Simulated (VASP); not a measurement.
# Sn2Pb3Se5 (R-3m) in VASP: single point with PBE

Aim: the single point of Sn2Pb3Se5 with PBE.

Everything below comes from runs of VASP 6.6.1. Logs are shortened: lines on timing, memory, paths and dates and some standing lists are left out, and cuts for length are marked.

## 1. The cell of the first run

The structure is trigonal, space group R-3m (No. 166). Conventional cell: a = 4.353 Å, b = 4.353 Å, c = 53.349 Å, α = 90.00°, β = 90.00°, γ = 120.00°. Within 4.0 Å of Sn (site symmetry 3m) lie 6 Se at 3.04 to 3.05 Å. Within 4.1 Å of Pb (site symmetry 3m) lie 6 Se at 3.10 to 3.11 Å. Within 4.1 Å of Pb (site symmetry -3m) lie 6 Se at 3.10 Å. Within 4.0 Å of Se (site symmetry 3m) lie 3 Sn at 3.04 Å and 3 Pb at 3.11 Å. Within 4.0 Å of Se (site symmetry -3m) lie 6 Sn at 3.05 Å. Se (site symmetry 3m) has 6 Pb at 3.10 Å within 4.1 Å.

## 2. Single point, PBE

INCAR

```
ALGO     = Normal         # electronic algorithm
EDIFF    = 1E-7           # SCF threshold, eV
ENCUT    = 520            # plane-wave cutoff, eV
GGA      = PE             # functional
ISIF     = 2              # what is computed and relaxed
ISMEAR   = 0              # smearing method
LASPH    = T              # aspherical terms in the spheres
LCHARG   = F              # write CHGCAR
LREAL    = F              # projectors in reciprocal space
LWAVE    = F              # write WAVECAR
NBANDS   = 61             # bands
NELM     = 100            # most SCF steps
PREC     = Accurate       # precision mode
SIGMA    = 0.2            # smearing width, eV
```

KPOINTS

```
k-points
0
Gamma
  6 6 6
```

POSCAR

```
Sn2Pb3Se5
1.0
   -2.1765707177      3.7699310693      0.0000000000
   -4.3531414354      0.0000000000      0.0000000000
   -2.1765707177      1.2566436898     17.7829955000
Sn Pb Se
2 3 5
Direct
    0.3010400000      0.3010400000      0.0968800000
    0.6989600000      0.6989600000      0.9031200000
    0.9013370000      0.9013370000      0.2959890000
    0.0986630000      0.0986630000      0.7040110000
    0.5000000000      0.5000000000      0.5000000000
    0.6022630000      0.6022630000      0.1932110000
    0.0000000000      0.0000000000      0.0000000000
    0.3977370000      0.3977370000      0.8067890000
    0.7993060000      0.7993060000      0.6020820000
    0.2006940000      0.2006940000      0.3979180000
```

Potentials or basis: VASP PAW PBE potentials, release 64 (Sn_d, Pb_d, Se).

On the command line:

```
$ cat potpaw_PBE.64/Sn_d/POTCAR potpaw_PBE.64/Pb_d/POTCAR potpaw_PBE.64/Se/POTCAR > POTCAR
$ mpirun -np 1 vasp_std > vasp.out
```

OUTCAR:

```text
EDIFF = 1E-7
   ENCUT = 520
   GGA = PE
   ISIF = 2
   ISMEAR = 0
   LASPH = T
   LREAL = F
   NELM = 100
   PREC = Accurate

 ion  position               nearest neighbor table
   1  0.301  0.301  0.097-   6 3.04   6 3.04   6 3.04   7 3.05   7 3.05   7 3.05
   2  0.699  0.699  0.903-   8 3.04   8 3.04   8 3.04   7 3.05   7 3.05   7 3.05
   3  0.901  0.901  0.296-  10 3.10  10 3.10  10 3.10   6 3.11   6 3.11   6 3.11
   4  0.099  0.099  0.704-   9 3.10   9 3.10   9 3.10   8 3.11   8 3.11   8 3.11
   5  0.500  0.500  0.500-  10 3.10   9 3.10   9 3.10  10 3.10   9 3.10  10 3.10
   6  0.602  0.602  0.193-   1 3.04   1 3.04   1 3.04   3 3.11   3 3.11   3 3.11
   7  0.000  0.000  0.000-   2 3.05   1 3.05   1 3.05   2 3.05   1 3.05   2 3.05
   8  0.398  0.398  0.807-   2 3.04   2 3.04   2 3.04   4 3.11   4 3.11   4 3.11
   9  0.799  0.799  0.602-   4 3.10   4 3.10   4 3.10   5 3.10   5 3.10   5 3.10
  10  0.201  0.201  0.398-   3 3.10   3 3.10   3 3.10   5 3.10   5 3.10   5 3.10

  LATTYP: Found a trigonal (rhomboedric) cell.
 ALAT       =    17.9597199980
 COS(alpha) =     0.9706250973

  Lattice vectors:

 A1 = (  -0.0000000000,  -2.5132873795,  17.7829955000)
 A2 = (   2.1765707177,   1.2566436898,  17.7829955000)
 A3 = (  -2.1765707177,   1.2566436898,  17.7829955000)

Analysis of symmetry for initial positions (statically):
=====================================================================
 Subroutine PRICEL returns:
 Original cell was already a primitive cell.

 Routine SETGRP: Setting up the symmetry group for a
 trigonal (rhombohedral) supercell.

 Subroutine GETGRP returns: Found 12 space group operations
 (whereof 12 operations were pure point group operations)
 out of a pool of 12 trial point group operations.

The static configuration has the point symmetry D_3d.

Analysis of symmetry for dynamics (positions and initial velocities):
=====================================================================
 Subroutine PRICEL returns:
 Original cell was already a primitive cell.

 Routine SETGRP: Setting up the symmetry group for a
 trigonal (rhombohedral) supercell.

 Subroutine GETGRP returns: Found 12 space group operations
 (whereof 12 operations were pure point group operations)
 out of a pool of 12 trial point group operations.

The dynamic configuration has the point symmetry D_3d.

 Subroutine INISYM returns: Found 12 space group operations
 (whereof 12 operations are pure point group operations),
 and found     1 'primitive' translations

----------------------------------------------------------------------------------------

                                     Primitive cell

  volume of cell :     291.8375

  direct lattice vectors                    reciprocal lattice vectors
    -2.176570718  3.769931069  0.000000000     0.000000000  0.265256839 -0.018744499
    -4.353141435  0.000000000  0.000000000    -0.229719161 -0.132628420 -0.018744499
    -2.176570718  1.256643690 17.782995500     0.000000000  0.000000000  0.056233496

  length of vectors
     4.353141435  4.353141435 17.959719998     0.265918309  0.265918309  0.056233496

  position of ions in fractional coordinates (direct lattice)
     0.301040000  0.301040000  0.096880000
     0.698960000  0.698960000  0.903120000
     0.901337000  0.901337000  0.295989000
     0.098663000  0.098663000  0.704011000
     0.500000000  0.500000000  0.500000000
     0.602263000  0.602263000  0.193211000
     0.000000000  0.000000000  0.000000000
     0.397737000  0.397737000  0.806789000
     0.799306000  0.799306000  0.602082000
     0.200694000  0.200694000  0.397918000

  ion indices of the primitive-cell ions
   primitive index   ion index
                 1           1
                 2           2
                 3           3
                 4           4
                 5           5
                 6           6
                 7           7
                 8           8
                 9           9
                10          10

----------------------------------------------------------------------------------------

 KPOINTS: k-points

Automatic generation of k-mesh.
 Grid dimensions read from file:
 generate k-points for:    6    6    6

 Generating k-lattice:

  Cartesian coordinates                     Fractional coordinates (reciprocal lattice)
     0.000000000  0.044209473 -0.003124083     0.166666667  0.000000000  0.000000000
    -0.038286527 -0.022104737 -0.003124083     0.000000000  0.166666667 -0.000000000
     0.000000000  0.000000000  0.009372249     0.000000000  0.000000000  0.166666667

  Length of vectors
     0.044319718  0.044319718  0.009372249

  Shift w.r.t. Gamma in fractional coordinates (k-lattice)
     0.000000000  0.000000000  0.000000000

 Subroutine IBZKPT returns following result:
 ===========================================

 Found     32 irreducible k-points:

 Following reciprocal coordinates:
            Coordinates               Weight
  0.000000  0.000000  0.000000      1.000000
  0.166667  0.000000  0.000000      6.000000
  0.333333  0.000000  0.000000      6.000000
  0.500000  0.000000  0.000000      3.000000
  0.166667  0.166667  0.000000      6.000000
  0.333333  0.166667  0.000000     12.000000
[... 16 lines left out ...]
 -0.166667  0.500000  0.166667     12.000000
 -0.333333 -0.333333  0.166667      6.000000
 [... further k-points ...]
   k-points           NKPTS =     32   k-points in BZ     NKDIM =     32   number of bands    NBANDS=     61
   number of dos      NEDOS =    301   number of ions     NIONS =     10
   total plane-waves  NPLWV = 143360
   dimension x,y,z NGX =    32 NGY =   32 NGZ =  140
   dimension x,y,z NGXF=    64 NGYF=   64 NGZF=  280
   ions per type =               2   3   5
   NGX,Y,Z   is equivalent  to a cutoff of  12.22, 12.22, 12.96 a.u.
   NGXF,Y,Z  is equivalent  to a cutoff of  24.44, 24.44, 25.92 a.u.
 SYSTEM =  unknown system
   PREC   = accura    normal or accurate (medium, high low for compatibility)
   ISTART =      0    job   : 0-new  1-cont  2-samecut
   ICHARG =      2    charge: 1-file 2-atom 10-const
   ISPIN  =      1    spin polarized calculation?
   LNONCOLLINEAR =      F non collinear calculations
   LSORBIT =      F    spin-orbit coupling
   LASPH  =      T    aspherical Exc in radial PAW
   ENCUT  =  520.0 eV  38.22 Ry    6.18 a.u.   8.09  8.09 33.39*2*pi/ulx,y,z
   NELM   =    100;   NELMIN=  2; NELMDL= -5     # of ELM steps
   EDIFF  = 0.1E-06   stopping-criterion for ELM
   LREAL  =      F    real-space projection
   EDIFFG = 0.1E-05   stopping-criterion for IOM
   NSW    =      0    number of steps for IOM
   IBRION =     -1    ionic relax: 0-MD 1-quasi-New 2-CG
   NFREE  =      0    steps in history (QN), initial steepest desc. (CG)
   ISIF   =      2    stress and relaxation
   ISYM   =      2    0-nonsym 1-usesym 2-fastsym
   POTIM  = 0.5000    time-step for ionic-motion
   TEBEG  =    0.0;   TEEND  =   0.0 temperature during run
   PSTRESS=    0.0 pullay stress
   NELECT =     100.0000    total number of electrons
   NUPDOWN=      -1.0000    fix difference up-down
   EMIN   =  10.00;   EMAX   =-10.00  energy-range for DOS
   EFERMI =   0.00;   METHOD = LEGACY
   ISMEAR =     0;   SIGMA  =   0.20  broadening in eV -4-tet -1-fermi 0-gaus
   EFERMI_NEDOS =   21; number of points for ismear=-14 and -15
   IALGO  =     38    algorithm
   IMIX   =      4    mixing-type and parameters
     AMIX     =   0.40;   BMIX     =  1.00
     AMIX_MAG =   1.60;   BMIX_MAG =  1.00
  volume/ion in A,a.u.               =      29.18       196.94
  Fermi-wavevector in a.u.,A,eV,Ry     =   1.145586  2.164844 17.855849  1.312368
  Thomas-Fermi vector in A             =   2.282274
   LORBIT       =      0    0 simple, 1 ext, 2 COOP (PROOUT), +10 PAW based schemes
   GGA     = PE    functional components
   LHFCALC =     F    Hartree Fock is set to
   AEXX    =    0.0000 exact exchange contribution
   IVDW    =     0    specifies the selected vdW correction
   LEPSILON=     F    determine dielectric tensor
   LRPA    =     F    only Hartree local field effects (RPA)
 non-spin polarized calculation
 Gauss-broadening in eV      SIGMA  =   0.20
  energy-cutoff  :      520.00
  volume of cell :      291.84
 maximum number of plane-waves:      7887
   NGX = 17   NGY = 17   NGZ = 67

 number of electron     100.0000015 magnetization

 Free energy of the ion-electron system (eV)
  ---------------------------------------------------
  ext. energy  EPLUGINS =         0.00000000
  ---------------------------------------------------
  free energy    TOTEN  =       -41.01246654 eV

  energy without entropy =      -41.00318840  energy(sigma->0) =      -41.00782747

 E-fermi :   5.0395     XC(G=0):  -9.3871

 val. band max:        5.0293876846   @ k =   0.5000   0.0000   0.0000
 cond. band min:       5.0616650393   @ k =   0.0000   0.0000   0.5000
 fundamental gap:      0.0322773547
 Fermi energy:         5.0394937359

 k-point     1 :       0.0000    0.0000    0.0000
  band No.  band energies     occupation
      1     -16.6129      2.00000
      2     -16.6129      2.00000
      3     -16.6126      2.00000
      4     -16.6118      2.00000
      5     -16.6096      2.00000
      6     -16.6096      2.00000
[... 53 lines left out ...]
     60       7.9827      0.00000
     61       8.0181      0.00000

 k-point     2 :       0.1667    0.0000    0.0000
  band No.  band energies     occupation
      1     -16.6157      2.00000
      2     -16.6124      2.00000
      3     -16.6121      2.00000
      4     -16.6115      2.00000
      5     -16.6098      2.00000
      6     -16.6091      2.00000
[... 1397 lines left out ...]
     60       8.9685      0.00000
     61       9.1511      0.00000

 k-point    24 :      -0.3333   -0.3333    0.1667
  band No.  band energies     occupation
      1     -16.6225      2.00000
      2     -16.6158      2.00000
      3     -16.6137      2.00000
      4     -16.6126      2.00000
      5     -16.6080      2.00000
      6     -16.6062      2.00000
[... 53 lines left out ...]
     60       8.6527      0.00000
     61       8.8458      0.00000

 [... further k-points ...]

------------------------ aborting loop because EDIFF is reached ----------------------------------------

  FORCE on cell =-STRESS in cart. coord.  units (eV):
  Direction    XX          YY          ZZ          XY          YZ          ZX
  --------------------------------------------------------------------------------------
  -------------------------------------------------------------------------------------
  Total       -0.1848676     -0.1848676     -0.1869040      0.0000000     -0.0000000      0.0000000
  in kB       -1.0149166     -1.0149166     -1.0260964      0.0000000     -0.0000000      0.0000000
  external PRESSURE =      -1.0186432 kB  Pullay stress =       0.0000000 kB

 VOLUME and BASIS-vectors are now :
 -----------------------------------------------------------------------------
  energy-cutoff  :      520.00
  volume of cell :      291.84
      direct lattice vectors                 reciprocal lattice vectors
    -2.176570718  3.769931069  0.000000000     0.000000000  0.265256839 -0.018744499
    -4.353141435  0.000000000  0.000000000    -0.229719161 -0.132628420 -0.018744499
    -2.176570718  1.256643690 17.782995500     0.000000000  0.000000000  0.056233496

 POSITION                                       TOTAL-FORCE (eV/Angst)
 -----------------------------------------------------------------------------------
     -2.17657      1.25664      1.72282        -0.000000      0.000000      0.003137
     -6.52971      3.76993     16.06018         0.000000     -0.000000     -0.003137
     -6.52971      3.76993      5.26357        -0.000000      0.000000      0.014318
     -2.17657      1.25664     12.51942         0.000000     -0.000000     -0.014318
     -4.35314      2.51329      8.89150        -0.000000     -0.000000      0.000000
     -4.35314      2.51329      3.43587        -0.000000     -0.000000     -0.011585
      0.00000      0.00000      0.00000        -0.000000      0.000000      0.000000
     -4.35314      2.51329     14.34713         0.000000      0.000000      0.011585
     -6.52971      3.76993     10.70682        -0.000000      0.000000      0.010151
     -2.17657      1.25664      7.07617         0.000000     -0.000000     -0.010151
 -----------------------------------------------------------------------------------
    total drift:                               -0.000000      0.000000      0.000000

  FREE ENERGIE OF THE ION-ELECTRON SYSTEM (eV)
  ---------------------------------------------------
  free  energy   TOTEN  =       -41.0124665444 eV

  energy  without entropy=      -41.0031884007  energy(sigma->0) =      -41.00782747
```

It took 20 min on 1 thread of Intel Xeon 8259CL, shared host; peak memory 0.66 GiB.

Results:

* Free energy: -41.0125 eV
* Pressure: -0.1 GPa
* Largest force: 0.014 eV/Å
* Band gap on the k mesh: 0.03 eV (least direct gap 0.04 eV)

Forces in eV/Å, atoms in the order of the input:
```
Sn   0.000  0.000  0.003
Sn   0.000  0.000 -0.003
Pb   0.000  0.000  0.014
Pb   0.000  0.000 -0.014
Pb   0.000  0.000  0.000
Se   0.000  0.000 -0.012
Se   0.000  0.000  0.000
Se   0.000  0.000  0.012
Se   0.000  0.000  0.010
Se   0.000  0.000 -0.010
```

Caveat: spin-orbit coupling is left out, which moves the levels of the heavy elements.
